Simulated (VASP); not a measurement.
C19O: single point with PBE

System: C19O, a slab with vacuum.

```xyz
20
Lattice="7.3980 0.0000 0.0000 -3.6990 6.4069 0.0000 0.0000 0.0000 13.0000" Properties=species:S:1:pos:R:3 pbc="T T T"
C     0.0109   -0.0115    0.8071
C     1.2394    0.6977    0.8070
C    -1.2370    2.1273    0.8070
C     0.0109    2.8477    0.8071
C    -2.4596    4.2741    0.8072
C    -1.2370    4.9803    0.8067
C     2.4622   -0.0080    0.8066
C     3.7098    0.7121    0.8063
C     1.2394    2.1385    0.8071
C     2.4622    2.8445    0.8072
C     0.0108    4.2598    0.8071
C     1.2394    4.9692    0.8069
C     4.9382    0.0030    0.8063
C     6.1610    0.7088    0.8067
C     3.7099    2.1239    0.8068
C     4.9384    2.8332    0.8070
C     2.4621    4.2630    0.8073
C     3.7099    4.9835    0.8074
C    -0.0520    5.3301    4.4672
O    -0.2026    4.3912    5.0879
```

* Program: VASP 6.6.1
* Task: single point
* Functional: PBE
* Potentials or basis: VASP PAW PBE potentials, release 64 (C, O)
* Cutoff: 520 eV
* k mesh: 2 × 2 × 1
* Occupations: gaussian, width 0.05 eV
* Spin: no spin polarisation

* Largest force: 0.911 eV/Å
* Band gap on the k mesh: 0.22 eV

Forces in eV/Å, atoms in the order of the input:
```
C   -0.003  0.010  0.000
C   -0.006  0.007 -0.001
C    0.008  0.004  0.001
C    0.001 -0.001  0.002
C   -0.002 -0.003 -0.003
C    0.014 -0.003  0.006
C    0.008 -0.007 -0.001
C    0.002 -0.002  0.001
C   -0.007 -0.003  0.001
C    0.010 -0.006  0.001
C    0.002  0.005 -0.006
C   -0.009  0.004  0.000
C   -0.008 -0.009  0.002
C    0.008  0.000 -0.002
C   -0.012  0.010 -0.001
C   -0.004  0.001  0.004
C    0.005  0.002 -0.001
C   -0.009 -0.006 -0.003
C    0.123  0.753 -0.498
O   -0.122 -0.754  0.494
```

Levels at points of the mesh, in eV from the valence-band top:
```tsv
k point	band 39	band 40	band 41	band 42	band 43	band 44
(0.00, 0.00, 0.00)	-2.93	0.00	0.00	0.22	0.22	2.25
(0.50, 0.00, 0.00)	-2.52	-2.52	-2.25	1.78	2.21	2.26
(0.00, 0.50, 0.00)	-2.52	-2.52	-2.25	1.78	2.25	2.26
(0.50, 0.50, 0.00)	-2.52	-2.52	-2.25	1.78	2.21	2.25
```

Run time: 4.5 min on 1 thread of AMD EPYC 9R45 96-Core Processor (Zen 5) (shared host), peak memory 0.59 GiB.

Caveat: the k points lie up to 0.49 Å⁻¹ apart.
